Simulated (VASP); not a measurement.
# Re (P6_3/mmc) in VASP: notebook, part 2 of 2

VASP 6.6.1.

## 3. Electric field gradients, PBEsol

This run uses another cell than the first one, of 12.21 Å³/atom.

Contents of INCAR:

```
SYSTEM = Re
ALGO     = Normal         ! electronic algorithm
EDIFF    = 1E-8           ! SCF threshold, eV
ENCUT    = 520            ! plane-wave cutoff, eV
GGA      = PS             ! functional
ISIF     = 2              ! what is computed and relaxed
ISMEAR   = -1             ! smearing method
LASPH    = .TRUE.         ! aspherical terms in the spheres
LCHARG   = .FALSE.        ! write CHGCAR
LEFG     = .TRUE.       
LREAL    = .FALSE.        ! projectors in reciprocal space
LWAVE    = .FALSE.        ! write WAVECAR
NBANDS   = 14             ! bands
NELM     = 80             ! most SCF steps
PREC     = Accurate       ! precision mode
SIGMA    = 0.05           ! smearing width, eV
```

Contents of KPOINTS:

```
k-points
0
G
  18 18 10
  0 0 0
```

Contents of POSCAR:

```
Re
1.0
    2.6029010724      0.0000000000      0.0000000000
   -1.3014505362      2.2541784522      0.0000000000
    0.0000000000      0.0000000000      4.1620000000
Re
2
Direct
    0.3333333333      0.6666666667      0.2500000000
    0.6666666667      0.3333333333      0.7500000000
```

Potentials or basis: VASP PAW PBE potentials, release 64 (Re).

Command:

```bash
> cat potpaw_PBE.64/Re/POTCAR > POTCAR
> mpirun -np 1 vasp_std > vasp.out
```

OUTCAR:

```text
SYSTEM = Re
   EDIFF = 1E-8
   ENCUT = 520
   GGA = PS
   ISIF = 2
   ISMEAR = -1
   LASPH = .TRUE.
   LREAL = .FALSE.
   NELM = 80
   PREC = Accurate

 ion  position               nearest neighbor table
   1  0.333  0.667  0.250-   2 2.57   2 2.57   2 2.57   2 2.57   2 2.57   2 2.57
   2  0.667  0.333  0.750-   1 2.57   1 2.57   1 2.57   1 2.57   1 2.57   1 2.57

  LATTYP: Found a hexagonal cell.
 ALAT       =     2.6029010724
 C/A-ratio  =     1.5989850879

  Lattice vectors:

 A1 = (   2.6029010724,   0.0000000000,   0.0000000000)
 A2 = (  -1.3014505362,   2.2541784522,   0.0000000000)
[... 623 lines left out ...]
  free  energy   TOTEN  =       -25.4397378221 eV

  energy  without entropy=      -25.4287534655  energy(sigma->0) =      -25.43424564

 Electric field gradients (V/A^2)
---------------------------------------------------------------------
 ion       V_xx      V_yy      V_zz      V_xy      V_xz      V_yz
---------------------------------------------------------------------
   1      54.504    54.504  -109.008     0.000     0.000    -0.000
   2      54.504    54.504  -109.008     0.000    -0.000     0.000
---------------------------------------------------------------------

 Electric field gradients after diagonalization (V/A^2)
 (convention: |V_zz| > |V_xx| > |V_yy|)
----------------------------------------------------------------------
 ion       V_xx      V_yy      V_zz     asymmetry (V_yy - V_xx)/ V_zz
----------------------------------------------------------------------
   1      54.504    54.504  -109.008       0.000
   2      54.504    54.504  -109.008       0.000
----------------------------------------------------------------------

           NMR quadrupolar parameters

 Cq : quadrupolar parameter    Cq=e*Q*V_zz/h
 eta: asymmetry parameters     (V_yy - V_xx)/ V_zz
 Q  : nuclear electric quadrupole moment in mb (millibarn)
----------------------------------------------------------------------
 ion       Cq(MHz)       eta       Q (mb)
----------------------------------------------------------------------
   1      -0.264       0.000       1.000
   2      -0.264       0.000       1.000
----------------------------------------------------------------------
```

OSZICAR:

```text
N       E                     dE             d eps       ncg     rms          rms(c)
DAV:   1     0.212278928256E+02    0.21228E+02   -0.70288E+03 12424   0.132E+03
DAV:   2    -0.257636564417E+02   -0.46992E+02   -0.41971E+02 10160   0.312E+02
DAV:   3    -0.266589558755E+02   -0.89530E+00   -0.88425E+00  9422   0.405E+01
DAV:   4    -0.266666453902E+02   -0.76895E-02   -0.76850E-02  9664   0.242E+00
DAV:   5    -0.266667756949E+02   -0.13030E-03   -0.13029E-03  9414   0.574E-01    0.628E+01
DAV:   6    -0.258308793010E+02    0.83590E+00   -0.34695E-01 10874   0.143E+01    0.325E+01
DAV:   7    -0.254447458421E+02    0.38613E+00   -0.41936E-01 10894   0.153E+01    0.456E-01
DAV:   8    -0.254404751204E+02    0.42707E-02   -0.55341E-03 10436   0.856E-01    0.355E-01
DAV:   9    -0.254397301437E+02    0.74498E-03   -0.61400E-04 10566   0.384E-01    0.399E-02
DAV:  10    -0.254397442905E+02   -0.14147E-04   -0.68220E-05 10326   0.110E-01    0.150E-02
DAV:  11    -0.254397379625E+02    0.63280E-05   -0.16478E-06 10450   0.261E-02    0.266E-03
DAV:  12    -0.254397378219E+02    0.14065E-06   -0.36954E-08  8126   0.477E-03    0.613E-04
DAV:  13    -0.254397378221E+02   -0.21328E-09   -0.57696E-09  5570   0.150E-03
   1 F= -.25439738E+02 E0= -.25434246E+02  d E =-.109844E-01
```

Wall time 64 s (1 thread of AMD EPYC 7R43 (Zen 3), shared host); peak memory 0.15 GiB.

What came out:

| Property | Result |
| --- | --- |
| Free energy | -25.4397 eV |
| Pressure | 103.6 GPa |
| Band gap on the k mesh | zero (bands 7 and 8 overlap by 4.63 eV) |
| Largest electric field gradient by atom | Re -109.0 V/Å² |

Levels at points of the mesh, in eV from the Fermi level:
| k point | band 4 | band 5 | band 6 | band 7 | band 8 | band 9 | band 10 | band 11 |
| --- | --- | --- | --- | --- | --- | --- | --- | --- |
| (0.00, 0.00, 0.00) | -2.20 | -1.99 | -1.03 | -1.03 | 0.05 | 0.05 | 1.37 | 4.28 |
| (0.50, 0.00, 0.00) | -2.74 | -1.71 | -1.54 | -0.60 | 5.13 | 5.89 | 5.90 | 7.95 |
| (0.00, 0.00, 0.50) | -2.86 | -2.39 | -2.39 | -2.39 | -2.39 | 3.33 | 3.33 | 3.33 |
| (0.50, 0.00, 0.50) | -5.31 | 0.37 | 0.37 | 1.48 | 1.48 | 5.57 | 5.57 | 6.24 |

Electric field gradients, principal values (V/Å²):
| atom | least | middle | greatest (by size) |
| --- | --- | --- | --- |
| 1 Re | 54.504 | 54.504 | -109.008 |
| 2 Re | 54.504 | 54.504 | -109.008 |

Caveat: the stress differs along the axes, from 101 to 109 GPa; without QUAD_EFG the Cq values of the log hold for a quadrupole moment of 1 mb, not for the nuclei; the PAW data sets were made with another functional, which shifts forces and pressure a little; spin-orbit coupling is left out, which moves the levels of the heavy elements.

## 4. Electric field gradients, PBEsol

This run uses another cell than the first one, of 12.21 Å³/atom.

Contents of INCAR:

```
PREC = Accurate
ENCUT = 520
EDIFF = 1E-8
ISMEAR = -1
SIGMA = 0.05
LREAL = False
LASPH = True
NELM = 60
ALGO = Normal
ISIF = 2
LWAVE = False
LCHARG = False
GGA = PS
LEFG = True
NBANDS = 14
```

Contents of KPOINTS:

```
regular mesh
0
Gamma
  18 18 10
```

POSCAR is that of step 3.

Potentials or basis: VASP PAW PBE potentials, release 64 (Re).

Command:

```bash
> cat potpaw_PBE.64/Re/POTCAR > POTCAR
> mpirun -np 1 vasp_std > vasp.out
```

OUTCAR:

```text
PREC = Accurate
   ENCUT = 520
   EDIFF = 1E-8
   ISMEAR = -1
   LREAL = False
   LASPH = True
   NELM = 60
   ISIF = 2
   GGA = PS

 ion  position               nearest neighbor table
   1  0.333  0.667  0.250-   2 2.57   2 2.57   2 2.57   2 2.57   2 2.57   2 2.57
   2  0.667  0.333  0.750-   1 2.57   1 2.57   1 2.57   1 2.57   1 2.57   1 2.57

  LATTYP: Found a hexagonal cell.
 ALAT       =     2.6029010724
 C/A-ratio  =     1.5989850879

  Lattice vectors:

 A1 = (   2.6029010724,   0.0000000000,   0.0000000000)
[... 623 lines left out ...]
  ---------------------------------------------------
  free  energy   TOTEN  =       -25.4397378221 eV

  energy  without entropy=      -25.4287534655  energy(sigma->0) =      -25.43424564

 Electric field gradients (V/A^2)
---------------------------------------------------------------------
 ion       V_xx      V_yy      V_zz      V_xy      V_xz      V_yz
---------------------------------------------------------------------
   1      54.504    54.504  -109.008     0.000     0.000    -0.000
   2      54.504    54.504  -109.008     0.000    -0.000     0.000
---------------------------------------------------------------------

 Electric field gradients after diagonalization (V/A^2)
 (convention: |V_zz| > |V_xx| > |V_yy|)
----------------------------------------------------------------------
 ion       V_xx      V_yy      V_zz     asymmetry (V_yy - V_xx)/ V_zz
----------------------------------------------------------------------
   1      54.504    54.504  -109.008       0.000
   2      54.504    54.504  -109.008       0.000
----------------------------------------------------------------------

           NMR quadrupolar parameters

 Cq : quadrupolar parameter    Cq=e*Q*V_zz/h
 eta: asymmetry parameters     (V_yy - V_xx)/ V_zz
 Q  : nuclear electric quadrupole moment in mb (millibarn)
----------------------------------------------------------------------
 ion       Cq(MHz)       eta       Q (mb)
----------------------------------------------------------------------
   1      -0.264       0.000       1.000
   2      -0.264       0.000       1.000
----------------------------------------------------------------------
```

OSZICAR:

```text
N       E                     dE             d eps       ncg     rms          rms(c)
DAV:   1     0.212278928256E+02    0.21228E+02   -0.70288E+03 12424   0.132E+03
DAV:   2    -0.257636564417E+02   -0.46992E+02   -0.41971E+02 10160   0.312E+02
DAV:   3    -0.266589558755E+02   -0.89530E+00   -0.88425E+00  9422   0.405E+01
DAV:   4    -0.266666453902E+02   -0.76895E-02   -0.76850E-02  9664   0.242E+00
DAV:   5    -0.266667756949E+02   -0.13030E-03   -0.13029E-03  9414   0.574E-01    0.628E+01
DAV:   6    -0.258308793010E+02    0.83590E+00   -0.34695E-01 10874   0.143E+01    0.325E+01
DAV:   7    -0.254447458421E+02    0.38613E+00   -0.41936E-01 10894   0.153E+01    0.456E-01
DAV:   8    -0.254404751204E+02    0.42707E-02   -0.55341E-03 10436   0.856E-01    0.355E-01
DAV:   9    -0.254397301437E+02    0.74498E-03   -0.61400E-04 10566   0.384E-01    0.399E-02
DAV:  10    -0.254397442905E+02   -0.14147E-04   -0.68220E-05 10326   0.110E-01    0.150E-02
DAV:  11    -0.254397379625E+02    0.63280E-05   -0.16478E-06 10450   0.261E-02    0.266E-03
DAV:  12    -0.254397378219E+02    0.14065E-06   -0.36954E-08  8126   0.477E-03    0.613E-04
DAV:  13    -0.254397378221E+02   -0.21328E-09   -0.57696E-09  5570   0.150E-03
   1 F= -.25439738E+02 E0= -.25434246E+02  d E =-.109844E-01
```

stdout:

```text
POSCAR found type information on POSCAR Re
 POSCAR found :  1 types and       2 ions
 scaLAPACK will be used
 -----------------------------------------------------------------------------
|                                                                             |
|                                                                             |
|     You enforced a specific xc type in the INCAR file but a different       |
|     I HOPE YOU KNOW WHAT YOU ARE DOING!                                     |
|                                                                             |
 -----------------------------------------------------------------------------

 LDA part: xc-table for (Slater+PW92), standard interpolation
 POSCAR, INCAR and KPOINTS ok, starting setup
 FFT: planning ... GRIDC
 FFT: planning ... GRID_SOFT
 FFT: planning ... GRID
 WAVECAR not read
 entering main loop
ion   1

ion   2
```

It took 68 s on 1 thread of AMD EPYC 7R43 (Zen 3), shared host; peak memory 0.15 GiB.

Results:

* Free energy: -25.4397 eV
* Pressure: 103.6 GPa
* Band gap on the k mesh: zero (bands 7 and 8 overlap by 4.63 eV)
* Largest electric field gradient by atom: Re -109.0 V/Å²

Levels at points of the mesh, in eV from the Fermi level:
```tsv
k point	band 5	band 6	band 7	band 8	band 9	band 10
(0.00, 0.00, 0.00)	-1.99	-1.03	-1.03	0.05	0.05	1.37
(0.50, 0.00, 0.00)	-1.71	-1.54	-0.60	5.13	5.89	5.90
(0.00, 0.00, 0.50)	-2.39	-2.39	-2.39	-2.39	3.33	3.33
(0.50, 0.00, 0.50)	0.37	0.37	1.48	1.48	5.57	5.57
```

Electric field gradients, principal values (V/Å²):
| atom | least | middle | greatest (by size) |
| --- | --- | --- | --- |
| 1 Re | 54.504 | 54.504 | -109.008 |
| 2 Re | 54.504 | 54.504 | -109.008 |

Caveat: the stress differs along the axes, from 101 to 109 GPa; without QUAD_EFG the Cq values of the log hold for a quadrupole moment of 1 mb, not for the nuclei; the PAW data sets were made with another functional, which shifts forces and pressure a little; spin-orbit coupling is left out, which moves the levels of the heavy elements.
